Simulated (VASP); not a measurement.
Set up this calculation in VASP 6.6.1, as the native input.

```
Task                   : single point
Functional             : PBE
Potentials or basis    : VASP PAW PBE potentials, release 64 (W_sv, C, Ge_d, H)
Cutoff                 : 520 eV
k mesh                 : 4 × 4 × 1
Occupations            : gaussian, width 0.1 eV
Spin                   : no spin polarisation
Dipole correction      : no
Further INCAR settings : LREAL = Auto; ALGO = Normal; EDIFF = 1e-06; NBANDS = 95
```

The structure of GeH2W8C8 lies in POSCAR:

```
GeH2W8C8
1.0
    5.8130000000      0.0000000000      0.0000000000
    0.0000000000      5.6732000000      0.0000000000
    0.0000000000      0.0000000000     15.1951710000
W C Ge H
8 8 1 2
Direct
    0.0000000000      0.0000000000      0.0658103815
    0.2539798727      0.0091010365      0.2288485598
    0.0000000000      0.5000000000      0.0658103815
    0.2456358163      0.5066722485      0.2293072582
    0.5000000000      0.0000000000      0.0658103815
    0.7512855668     -0.0107389128      0.2288904811
    0.5000000000      0.5000000000      0.0658103815
    0.7400122140      0.4940610238      0.2302891491
    0.4951090659      0.2475051118      0.1649696473
    0.4375835197      0.3490275330      0.3402942290
    0.4931519009      0.7492230135      0.1693201742
    0.2293686565      0.7838754142      0.3351442376
    1.0024985378      0.2497666220      0.1740792519
    0.5909105453      0.1896871254      0.3179524600
    1.0028100809      0.7489624903      0.1705109472
    0.7474383279      0.7257840372      0.3295516714
    0.4839996559      0.6647865402      0.4025490730
    0.0672482367      0.7825393076      0.3726373991
    0.4791386547      0.6494142636      0.5041778734
```

The input as run:

INCAR

```
SYSTEM = GeH2W8C8
ALGO     = Normal         ! electronic algorithm
EDIFF    = 1E-6           ! SCF threshold, eV
ENCUT    = 520            ! plane-wave cutoff, eV
GGA      = PE             ! functional
ISIF     = 2              ! what is computed and relaxed
ISMEAR   = 0              ! smearing method
LASPH    = .True.         ! aspherical terms in the spheres
LCHARG   = .False.        ! write CHGCAR
LREAL    = Auto         
LWAVE    = .False.        ! write WAVECAR
NBANDS   = 95             ! bands
NELM     = 60             ! most SCF steps
PREC     = Accurate       ! precision mode
SIGMA    = 0.1            ! smearing width, eV
```

KPOINTS

```
k-points
0
Gamma
  4 4 1
  0 0 0
```

Potentials or basis: VASP PAW PBE potentials, release 64 (W_sv, C, Ge_d, H).

Command:

```bash
$ cat potpaw_PBE.64/W_sv/POTCAR potpaw_PBE.64/C/POTCAR potpaw_PBE.64/Ge_d/POTCAR potpaw_PBE.64/H/POTCAR > POTCAR
$ mpirun -np 1 vasp_std > vasp.out
```

Results of the run:

```yaml
Largest_force: 0.483 eV/Å
Band_gap_on_the_k_mesh: zero (bands 80 and 81 overlap by 0.47 eV)
```

Caveat: spin-orbit coupling is left out, which moves the levels of the heavy elements.

Run time: 44 min on 1 thread of Intel Xeon 8259CL, on a shared host, peak memory 0.74 GiB.
